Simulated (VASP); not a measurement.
# Sc2Al (P6_3/mmc) in VASP: further runs

Runs on Sc2Al. Level: PBEsol. Tasks: single point.

Program: VASP 6.6.1. These are calculated values, not measurements. Logs are shortened: lines on timing, memory, paths and dates and some standing lists are left out, and cuts for length are marked.

**1. The cell of the first run**

The structure is hexagonal, space group P6_3/mmc (No. 194). Conventional cell: a = 4.893 Å, b = 4.893 Å, c = 6.161 Å, α = 90.00°, β = 90.00°, γ = 120.00°. Sc (site symmetry -3m) has 8 Sc at 3.08 to 3.22 Å and 6 Al at 3.22 Å within 4.1 Å. Sc (site symmetry -6m2) has 5 Al at 2.82 to 3.08 Å and 6 Sc at 3.22 Å within 3.7 Å. Al (site symmetry -6m2) has 11 Sc at 2.82 to 3.22 Å within 3.7 Å.

**2. Single point, PBEsol**

Contents of INCAR:

```
  PREC = Accurate
  ENCUT = 520
  EDIFF = 1E-6
  ISMEAR = -1
  SIGMA = 0.3
  LREAL = False
  LASPH = True
  NELM = 60
  ALGO = Fast
  ISIF = 2
  LWAVE = False
  LCHARG = False
  GGA = PS
  NBANDS = 34
```

Contents of KPOINTS:

```
Automatic mesh
0
Gamma
  12 12 6
```

Contents of POSCAR:

```
Sc2Al
1.0
    4.8926114005      0.0000000000      0.0000000000
   -2.4463057002      4.2371257637      0.0000000000
    0.0000000000      0.0000000000      6.1614205700
Sc Al
4 2
Direct
    0.0000000000      0.0000000000      0.0000000000
    0.0000000000      0.0000000000      0.5000000000
    0.3333333333      0.6666666667      0.7500000000
    0.6666666667      0.3333333333      0.2500000000
    0.3333333333      0.6666666667      0.2500000000
    0.6666666667      0.3333333333      0.7500000000
```

Potentials or basis: VASP PAW PBE potentials, release 64 (Sc_sv, Al).

Run with:

```console
$ cat potpaw_PBE.64/Sc_sv/POTCAR potpaw_PBE.64/Al/POTCAR > POTCAR
$ mpirun -np 1 vasp_std > vasp.out
```

OUTCAR:

```text
PREC = Accurate
   ENCUT = 520
   EDIFF = 1E-6
   ISMEAR = -1
   LREAL = False
   LASPH = True
   NELM = 60
   ISIF = 2
   GGA = PS

 ion  position               nearest neighbor table
   1  0.000  0.000  0.000-   2 3.08   2 3.08   4 3.22   5 3.22   6 3.22   3 3.22   3 3.22   5 3.22
                             4 3.22   6 3.22   4 3.22   6 3.22   3 3.22   5 3.22
   2  0.000  0.000  0.500-   1 3.08   1 3.08   4 3.22   5 3.22   6 3.22   3 3.22   3 3.22   5 3.22
                             4 3.22   6 3.22   4 3.22   6 3.22   3 3.22   5 3.22
   3  0.333  0.667  0.750-   6 2.82   6 2.82   6 2.82   5 3.08   5 3.08   1 3.22   2 3.22   2 3.22
                             1 3.22   2 3.22   1 3.22
   4  0.667  0.333  0.250-   5 2.82   5 2.82   5 2.82   6 3.08   6 3.08   1 3.22   2 3.22   1 3.22
                             2 3.22   1 3.22   2 3.22
   5  0.333  0.667  0.250-   4 2.82   4 2.82   4 2.82   3 3.08   3 3.08   1 3.22   2 3.22   2 3.22
                             1 3.22   2 3.22   1 3.22
   6  0.667  0.333  0.750-   3 2.82   3 2.82   3 2.82   4 3.08   4 3.08   1 3.22   2 3.22   1 3.22
                             2 3.22   1 3.22   2 3.22

  LATTYP: Found a hexagonal cell.
 ALAT       =     4.8926114005
 C/A-ratio  =     1.2593316872

  Lattice vectors:

 A1 = (   4.8926114005,   0.0000000000,   0.0000000000)
 A2 = (  -2.4463057002,   4.2371257637,   0.0000000000)
 A3 = (   0.0000000000,   0.0000000000,   6.1614205700)

Analysis of symmetry for initial positions (statically):
=====================================================================
 Subroutine PRICEL returns:
 Original cell was already a primitive cell.

 Routine SETGRP: Setting up the symmetry group for a
 hexagonal supercell.

 Subroutine GETGRP returns: Found 24 space group operations
 (whereof 12 operations were pure point group operations)
 out of a pool of 24 trial point group operations.

The static configuration has the point symmetry D_3d.
 The point group associated with its full space group is D_6h.

Analysis of symmetry for dynamics (positions and initial velocities):
=====================================================================
 Subroutine PRICEL returns:
 Original cell was already a primitive cell.

 Routine SETGRP: Setting up the symmetry group for a
 hexagonal supercell.

 Subroutine GETGRP returns: Found 24 space group operations
 (whereof 12 operations were pure point group operations)
 out of a pool of 24 trial point group operations.

The dynamic configuration has the point symmetry D_3d.
 The point group associated with its full space group is D_6h.

 Subroutine INISYM returns: Found 24 space group operations
 (whereof 12 operations are pure point group operations),
 and found     1 'primitive' translations

----------------------------------------------------------------------------------------

                                     Primitive cell

  volume of cell :     127.7300

  direct lattice vectors                    reciprocal lattice vectors
     4.892611400  0.000000000  0.000000000     0.204389827  0.118004522  0.000000000
    -2.446305700  4.237125764  0.000000000     0.000000000  0.236009044  0.000000000
     0.000000000  0.000000000  6.161420570     0.000000000  0.000000000  0.162300234

  length of vectors
     4.892611400  4.892611400  6.161420570     0.236009044  0.236009044  0.162300234

  position of ions in fractional coordinates (direct lattice)
     0.000000000  0.000000000  0.000000000
     0.000000000  0.000000000  0.500000000
     0.333333333  0.666666667  0.750000000
     0.666666667  0.333333333  0.250000000
     0.333333333  0.666666667  0.250000000
     0.666666667  0.333333333  0.750000000

  ion indices of the primitive-cell ions
   primitive index   ion index
                 1           1
                 2           2
                 3           3
                 4           4
                 5           5
                 6           6

----------------------------------------------------------------------------------------

 KPOINTS: Automatic mesh

Automatic generation of k-mesh.
 Grid dimensions read from file:
 generate k-points for:   12   12    6

 Generating k-lattice:

  Cartesian coordinates                     Fractional coordinates (reciprocal lattice)
     0.017032486  0.009833710  0.000000000     0.083333333  0.000000000  0.000000000
     0.000000000  0.019667420  0.000000000     0.000000000  0.083333333  0.000000000
     0.000000000  0.000000000  0.027050039     0.000000000  0.000000000  0.166666667

  Length of vectors
     0.019667420  0.019667420  0.027050039

  Shift w.r.t. Gamma in fractional coordinates (k-lattice)
     0.000000000  0.000000000  0.000000000

 Subroutine IBZKPT returns following result:
 ===========================================

 Found     76 irreducible k-points:

 Following reciprocal coordinates:
            Coordinates               Weight
  0.000000  0.000000  0.000000      1.000000
  0.083333 -0.000000  0.000000      6.000000
  0.166667 -0.000000  0.000000      6.000000
  0.250000 -0.000000  0.000000      6.000000
  0.333333 -0.000000  0.000000      6.000000
  0.416667  0.000000  0.000000      6.000000
[... 16 lines left out ...]
  0.250000 -0.000000  0.166667     12.000000
  0.333333 -0.000000  0.166667     12.000000
 [... further k-points ...]
   k-points           NKPTS =     76   k-points in BZ     NKDIM =     76   number of bands    NBANDS=     34
   number of dos      NEDOS =    301   number of ions     NIONS =      6
   total plane-waves  NPLWV =  62208
   dimension x,y,z NGX =    36 NGY =   36 NGZ =   48
   dimension x,y,z NGXF=    72 NGYF=   72 NGZF=   96
   ions per type =               4   2
   NGX,Y,Z   is equivalent  to a cutoff of  12.23, 12.23, 12.95 a.u.
   NGXF,Y,Z  is equivalent  to a cutoff of  24.46, 24.46, 25.90 a.u.
 SYSTEM =  unknown system
   PREC   = accura    normal or accurate (medium, high low for compatibility)
   ISTART =      0    job   : 0-new  1-cont  2-samecut
   ICHARG =      2    charge: 1-file 2-atom 10-const
   ISPIN  =      1    spin polarized calculation?
   LNONCOLLINEAR =      F non collinear calculations
   LSORBIT =      F    spin-orbit coupling
   LASPH  =      T    aspherical Exc in radial PAW
   ENCUT  =  520.0 eV  38.22 Ry    6.18 a.u.   9.10  9.10 11.46*2*pi/ulx,y,z
   NELM   =     60;   NELMIN=  2; NELMDL= -5     # of ELM steps
   EDIFF  = 0.1E-05   stopping-criterion for ELM
   LREAL  =      F    real-space projection
   EDIFFG = 0.1E-04   stopping-criterion for IOM
   NSW    =      0    number of steps for IOM
   IBRION =     -1    ionic relax: 0-MD 1-quasi-New 2-CG
   NFREE  =      0    steps in history (QN), initial steepest desc. (CG)
   ISIF   =      2    stress and relaxation
   ISYM   =      2    0-nonsym 1-usesym 2-fastsym
   POTIM  = 0.5000    time-step for ionic-motion
   TEBEG  =    0.0;   TEEND  =   0.0 temperature during run
   PSTRESS=    0.0 pullay stress
   NELECT =      50.0000    total number of electrons
   NUPDOWN=      -1.0000    fix difference up-down
   EMIN   =  10.00;   EMAX   =-10.00  energy-range for DOS
   EFERMI =   0.00;   METHOD = LEGACY
   ISMEAR =    -1;   SIGMA  =   0.30  broadening in eV -4-tet -1-fermi 0-gaus
   EFERMI_NEDOS =   21; number of points for ismear=-14 and -15
   IALGO  =     68    algorithm
   IMIX   =      4    mixing-type and parameters
     AMIX     =   0.40;   BMIX     =  1.00
     AMIX_MAG =   1.60;   BMIX_MAG =  1.00
  volume/ion in A,a.u.               =      21.29       143.66
  Fermi-wavevector in a.u.,A,eV,Ry     =   1.197569  2.263077 19.513086  1.434171
  Thomas-Fermi vector in A             =   2.333480
   LORBIT       =      0    0 simple, 1 ext, 2 COOP (PROOUT), +10 PAW based schemes
   GGA     = PS    functional components
   LHFCALC =     F    Hartree Fock is set to
   AEXX    =    0.0000 exact exchange contribution
   IVDW    =     0    specifies the selected vdW correction
   LEPSILON=     F    determine dielectric tensor
   LRPA    =     F    only Hartree local field effects (RPA)
 non-spin polarized calculation
 RMM-DIIS sequential band-by-band and
  energy-cutoff  :      520.00
  volume of cell :      127.73
 maximum number of plane-waves:      3455
   NGX = 19   NGY = 19   NGZ = 23

 number of electron      50.0000002 magnetization

 Free energy of the ion-electron system (eV)
  ---------------------------------------------------
  ext. energy  EPLUGINS =         0.00000000
  ---------------------------------------------------
  free energy    TOTEN  =       -37.63822186 eV

  energy without entropy =      -35.86188142  energy(sigma->0) =      -36.75005164

 E-fermi :   4.6919     XC(G=0): -10.1805

 val. band max:        4.6909296216   @ k =   0.2500   0.0833   0.0000
 cond. band min:       4.7003043095   @ k =   0.1667  -0.0000   0.1667
 fundamental gap:      0.0093746879
 Fermi energy:         4.6918950284

 k-point     1 :       0.0000    0.0000    0.0000
  band No.  band energies     occupation
      1     -44.4400      2.00000
      2     -44.3850      2.00000
      3     -44.3441      2.00000
      4     -44.3319      2.00000
      5     -23.3109      2.00000
      6     -23.2590      2.00000
[... 26 lines left out ...]
     33       8.0967      0.00002
     34       9.0488      0.00000

 k-point     2 :       0.0833   -0.0000    0.0000
  band No.  band energies     occupation
      1     -44.4393      2.00000
      2     -44.3850      2.00000
      3     -44.3441      2.00000
      4     -44.3326      2.00000
      5     -23.3154      2.00000
      6     -23.2615      2.00000
[... 26 lines left out ...]
     33       7.5504      0.00015
     34       8.1734      0.00002

 k-point     3 :       0.1667   -0.0000    0.0000
  band No.  band energies     occupation
      1     -44.4372      2.00000
      2     -44.3850      2.00000
      3     -44.3442      2.00000
      4     -44.3346      2.00000
      5     -23.3273      2.00000
      6     -23.2681      2.00000
[... 26 lines left out ...]
     33       7.3662      0.00027
     34       7.3841      0.00025

 k-point     4 :       0.2500   -0.0000    0.0000
  band No.  band energies     occupation
      1     -44.4341      2.00000
      2     -44.3850      2.00000
      3     -44.3443      2.00000
      4     -44.3374      2.00000
      5     -23.3421      2.00000
      6     -23.2765      2.00000
[... 26 lines left out ...]
     33       7.1467      0.00056
     34       7.2760      0.00036

 k-point     5 :       0.3333   -0.0000    0.0000
  band No.  band energies     occupation
      1     -44.4309      2.00000
      2     -44.3849      2.00000
      3     -44.3446      2.00000
      4     -44.3404      2.00000
      5     -23.3554      2.00000
      6     -23.2843      2.00000
[... 621 lines left out ...]
 k-point    22 :       0.1667   -0.0000    0.1667
  band No.  band energies     occupation
      1     -44.4341      2.00000
      2     -44.3893      2.00000
      3     -44.3427      2.00000
      4     -44.3349      2.00000
      5     -23.3055      2.00000
      6     -23.2623      2.00000
[... 26 lines left out ...]
     33       7.3341      0.00030
     34       7.3452      0.00029

 k-point    23 :       0.2500   -0.0000    0.1667
  band No.  band energies     occupation
      1     -44.4311      2.00000
      2     -44.3888      2.00000
      3     -44.3433      2.00000
      4     -44.3376      2.00000
      5     -23.3207      2.00000
      6     -23.2703      2.00000
[... 26 lines left out ...]
     33       7.0052      0.00090
     34       7.6166      0.00012

 k-point    24 :       0.3333   -0.0000    0.1667
  band No.  band energies     occupation
      1     -44.4280      2.00000
      2     -44.3884      2.00000
      3     -44.3440      2.00000
      4     -44.3405      2.00000
      5     -23.3340      2.00000
      6     -23.2778      2.00000
[... 26 lines left out ...]
     33       6.7717      0.00195
     34       7.2239      0.00043

 [... further k-points ...]

------------------------ aborting loop because EDIFF is reached ----------------------------------------

  FORCE on cell =-STRESS in cart. coord.  units (eV):
  Direction    XX          YY          ZZ          XY          YZ          ZX
  --------------------------------------------------------------------------------------
  -------------------------------------------------------------------------------------
  Total       -0.8632015     -0.8632015     -1.5395361     -0.0000000      0.0000000     -0.0000000
  in kB      -10.8275408    -10.8275408    -19.3111228     -0.0000000      0.0000000     -0.0000000
  external PRESSURE =     -13.6554015 kB  Pullay stress =       0.0000000 kB

 VOLUME and BASIS-vectors are now :
 -----------------------------------------------------------------------------
  energy-cutoff  :      520.00
  volume of cell :      127.73
      direct lattice vectors                 reciprocal lattice vectors
     4.892611400  0.000000000  0.000000000     0.204389827  0.118004522  0.000000000
    -2.446305700  4.237125764  0.000000000     0.000000000  0.236009044  0.000000000
     0.000000000  0.000000000  6.161420570     0.000000000  0.000000000  0.162300234

 POSITION                                       TOTAL-FORCE (eV/Angst)
 -----------------------------------------------------------------------------------
      0.00000      0.00000      0.00000        -0.000000     -0.000000      0.000000
      0.00000      0.00000      3.08071         0.000000     -0.000000      0.000000
     -0.00000      2.82475      4.62107         0.000000     -0.000000      0.000000
      2.44631      1.41238      1.54036        -0.000000      0.000000      0.000000
     -0.00000      2.82475      1.54036        -0.000000      0.000000      0.000000
      2.44631      1.41238      4.62107         0.000000     -0.000000      0.000000
 -----------------------------------------------------------------------------------
    total drift:                               -0.000000      0.000000     -0.000000

  FREE ENERGIE OF THE ION-ELECTRON SYSTEM (eV)
  ---------------------------------------------------
  free  energy   TOTEN  =       -37.6382218589 eV

  energy  without entropy=      -35.8618814177  energy(sigma->0) =      -36.75005164
```

Wall time 31 min (1 thread of AMD EPYC 7R13, shared host); peak memory 0.39 GiB.

Results:

* Free energy: -37.6382 eV
* Pressure: -1.4 GPa
* Band gap on the k mesh: zero (bands 25 and 26 overlap by 0.73 eV)

Stress tensor (GPa, compression positive):
```
-1.08  0.00  0.00
 0.00 -1.08  0.00
 0.00  0.00 -1.93
```

Levels at points of the mesh, in eV from the Fermi level:
```tsv
k point	band 21	band 22	band 23	band 24	band 25	band 26	band 27	band 28	band 29	band 30
(0.00, 0.00, 0.00)	-1.71	-0.58	-0.58	-0.57	-0.28	-0.28	0.04	0.04	1.88	2.10
(0.50, 0.00, 0.00)	-1.20	-1.04	-1.01	-0.80	-0.58	0.32	0.48	0.94	1.22	1.33
(0.00, 0.00, 0.50)	-1.39	-1.39	-1.00	-1.00	0.20	0.20	0.20	0.20	1.56	1.56
(0.50, 0.00, 0.50)	-1.05	-1.05	-0.82	-0.82	0.28	0.28	0.62	0.62	1.24	1.24
```

Caveat: so wide a smearing shifts energies and pressures; the PAW data sets were made with another functional, which shifts forces and pressure a little.

**3. Single point, PBEsol**

Contents of INCAR:

```
PREC = Accurate
ENCUT = 520
EDIFF = 1E-6
ISMEAR = 0
SIGMA = 0.1
LREAL = F
LASPH = T
NELM = 100
ALGO = Fast
ISIF = 2
LWAVE = F
LCHARG = F
GGA = PS
NBANDS = 34
```

Contents of KPOINTS:

```
Automatic mesh
0
Gamma
  12 12 8
```

POSCAR is that of step 2.

Potentials or basis: VASP PAW PBE potentials, release 64 (Sc_sv, Al).

Run with:

```console
$ cat potpaw_PBE.64/Sc_sv/POTCAR potpaw_PBE.64/Al/POTCAR > POTCAR
$ mpirun -np 1 vasp_std > vasp.out
```

It took 20 min on 1 thread of AMD EPYC 7R13, shared host; peak memory 0.43 GiB.

The run converged. Its results:

```
Free energy            : -36.7139 eV
Pressure               : -2.0 GPa
Band gap on the k mesh : zero (bands 25 and 26 overlap by 0.72 eV)
```

Stress tensor (GPa, compression positive):
```
-1.94  0.00  0.00
 0.00 -1.94  0.00
 0.00  0.00 -2.02
```

Levels at points of the mesh, in eV from the Fermi level:
```
           k point  band 21  band 22  band 23  band 24  band 25  band 26  band 27  band 28  band 29  band 30
(0.00, 0.00, 0.00)    -1.77    -0.66    -0.65    -0.65    -0.37    -0.37    -0.05    -0.05     1.81     1.98
(0.50, 0.00, 0.00)    -1.24    -1.13    -1.06    -0.84    -0.66     0.23     0.37     0.83     1.11     1.23
(0.00, 0.00, 0.50)    -1.46    -1.46    -1.06    -1.06     0.10     0.10     0.10     0.10     1.48     1.48
(0.50, 0.00, 0.50)    -1.12    -1.12    -0.87    -0.87     0.18     0.18     0.50     0.50     1.14     1.14
```

Caveat: the PAW data sets were made with another functional, which shifts forces and pressure a little.

**4. Single point, PBEsol**

Contents of INCAR:

```
PREC = Accurate ; ENCUT = 520
EDIFF = 1E-7 ; ISMEAR = 0
SIGMA = 0.1 ; LREAL = F
LASPH = T ; NELM = 100
ALGO = Fast ; ISIF = 2
LWAVE = F ; LCHARG = T
GGA = PS ; LELF = T
LVHAR = T ; NBANDS = 34
```

Contents of KPOINTS:

```
regular mesh
0
Gamma
  12 12 10
```

POSCAR is that of step 3.

Run with:

```console
$ cat potpaw_PBE.64/Sc_sv/POTCAR potpaw_PBE.64/Al/POTCAR > POTCAR
$ mpirun -np 1 vasp_std > vasp.out
```

Run time: 26 min. Hardware: 1 thread of AMD EPYC 7R13, shared host; peak memory 0.48 GiB.

Results (log left out):

- Free energy: -36.7138 eV
- Pressure: -2.0 GPa
- Band gap on the k mesh: zero (bands 25 and 26 overlap by 0.72 eV)

Levels at points of the mesh, in eV from the Fermi level:
```
           k point  band 22  band 23  band 24  band 25  band 26  band 27  band 28  band 29
(0.00, 0.00, 0.00)    -0.66    -0.65    -0.65    -0.37    -0.37    -0.05    -0.05     1.81
(0.50, 0.00, 0.00)    -1.13    -1.06    -0.84    -0.66     0.23     0.37     0.83     1.11
(0.00, 0.00, 0.50)    -1.46    -1.06    -1.06     0.10     0.10     0.10     0.10     1.48
(0.50, 0.00, 0.50)    -1.12    -0.87    -0.87     0.18     0.18     0.50     0.50     1.14
```

Caveat: the PAW data sets were made with another functional, which shifts forces and pressure a little.

**5. The runs side by side**

| k mesh | smearing | further INCAR settings | gap on the mesh (eV) | pressure (GPa) |
| --- | --- | --- | --- | --- |
| 12 × 12 × 6 | fermi-dirac 0.3 eV | ALGO = Fast; EDIFF = 1e-06; NBANDS = 34 | none | -1.4 |
| 12 × 12 × 8 | gaussian 0.1 eV | ALGO = Fast; EDIFF = 1e-06; NBANDS = 34 | none | -2.0 |
| 12 × 12 × 10 | gaussian 0.1 eV | ALGO = Fast; EDIFF = 1e-07; NBANDS = 34 | none | -2.0 |

Alike in all rows: task single point; level PBEsol; potentials or basis VASP PAW PBE potentials, release 64 (Sc_sv, Al); no spin polarisation; cell as given; cutoff (eV) 520.

Caveats: the PAW data sets were made with another functional, which shifts forces and pressure a little; so wide a smearing shifts energies and pressures (at least some runs).

Absolute energies hang on the potentials; compare differences alone.
